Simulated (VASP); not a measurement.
## HfS2: single point with PBE+D3(BJ)

Crystal: HfS2.

```
Hf S
1.0
     3.60586    0.00000    0.00000
    -1.80293    3.12277    0.00000
     0.00000    0.00000    5.59728
Hf S
1 2
Direct
  0.00000 0.00000 0.00000
  0.66667 0.33333 0.74761
  0.33333 0.66667 0.25239
```

This cell differs from its parent crystal: strain -0.0300 x Voigt [0, 0, 1, 0, 0, 0].

```
Program                : VASP 6.6.1
Task                   : single point
Functional             : PBE
Dispersion             : D3(BJ)
Potentials or basis    : VASP PAW PBE potentials, release 64 (Hf_pv, S)
Cutoff                 : 500 eV
k mesh                 : 12 × 12 × 6
Occupations            : gaussian, width 0.05 eV
Spin                   : no spin polarisation
Dipole correction      : no
Further INCAR settings : ALGO = Normal; EDIFF = 1e-06; NBANDS = 18
```

```yaml
Pressure: 2.4 GPa
Largest_force: 0.422 eV/Å
Band_gap_on_the_k_mesh: 0.83 eV, indirect (least direct gap 1.71 eV)
Dispersion_energy_per_atom: -0.352 eV
```

Forces in eV/Å, atoms in the order of the input:
```
Hf   0.000  0.000  0.000
S    0.000  0.000 -0.422
S    0.000  0.000  0.422
```

Stress tensor (GPa, compression positive):
```
1.66 0.00 0.00
0.00 1.66 0.00
0.00 0.00 3.93
```

Levels at points of the mesh, in eV from the valence-band top:
| k point | band 7 | band 8 | band 9 | band 10 | band 11 | band 12 | band 13 | band 14 | band 15 | band 16 |
| --- | --- | --- | --- | --- | --- | --- | --- | --- | --- | --- |
| (0.00, 0.00, 0.00) | -3.23 | -3.23 | -0.35 | -0.35 | 0.00 | 1.71 | 1.71 | 2.44 | 5.19 | 5.19 |
| (0.50, 0.00, 0.00) | -3.08 | -2.89 | -2.81 | -2.43 | -1.74 | 0.94 | 3.84 | 3.84 | 6.24 | 6.48 |
| (0.00, 0.00, 0.50) | -3.16 | -3.16 | -2.26 | -0.56 | -0.56 | 1.64 | 1.64 | 2.68 | 5.86 | 5.86 |
| (0.50, 0.00, 0.50) | -3.98 | -3.06 | -2.63 | -1.34 | -1.00 | 0.83 | 3.81 | 3.90 | 5.43 | 5.68 |

It took 39 s on 1 thread of Intel(R) Xeon(R) 6975P-C (Granite Rapids), on a shared host, peak memory 0.25 GiB.

Caveat: the cell differs from its parent crystal (strain -0.0300 x Voigt [0, 0, 1, 0, 0, 0]); spin-orbit coupling is left out, which moves the levels of the heavy elements. A k mesh can miss the band edges.
